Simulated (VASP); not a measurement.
A run of VASP 6.6.1 is set up as follows.

INCAR

```
SYSTEM = BN
PREC = Accurate ; ENCUT = 520
EDIFF = 1E-6 ; ISMEAR = -1
SIGMA = 0.02 ; LREAL = .False.
LASPH = .True. ; NELM = 80
ALGO = Normal ; ISIF = 2
LWAVE = .False. ; LCHARG = .False.
GGA = PE ; NBANDS = 16
```

KPOINTS

```
Automatic mesh
0
Gamma
  11 11 4
  0 0 0
```

The input POSCAR:

```
BN
1.0
    2.5039917043      0.0250399170      0.0250399170
   -1.2303106479      2.1560004683      0.0091652458
    0.0666120000      0.0666120000      6.6612000000
B N
2 2
Direct
    0.3333333333      0.6666666667      0.2500000000
    0.6666666667      0.3333333333      0.7500000000
    0.3333333333      0.6666666667      0.7500000000
    0.6666666667      0.3333333333      0.2500000000
```

Potentials or basis: VASP PAW PBE potentials, release 64 (B, N).

Launch:

```sh
$ cat potpaw_PBE.64/B/POTCAR potpaw_PBE.64/N/POTCAR > POTCAR
$ mpirun -np 1 vasp_std > vasp.out
```

Problem. Predict the band gap on the k mesh.

Solution. 4.25 eV, indirect (least direct gap 4.64 eV).

Problem. Estimate the largest force.

Solution. 0.255 eV/Å.

Problem. Predict the pressure.

Solution. 3.5 GPa.

Forces on the atoms (eV/Å):
```
B   -0.252  0.012 -0.003
B    0.252 -0.012  0.003
N   -0.255  0.013 -0.002
N    0.255 -0.013  0.002
```

Caveat: the cell differs from its parent crystal (equal xy, yz and zx shear strains of +2 %). A k mesh can miss the band edges.
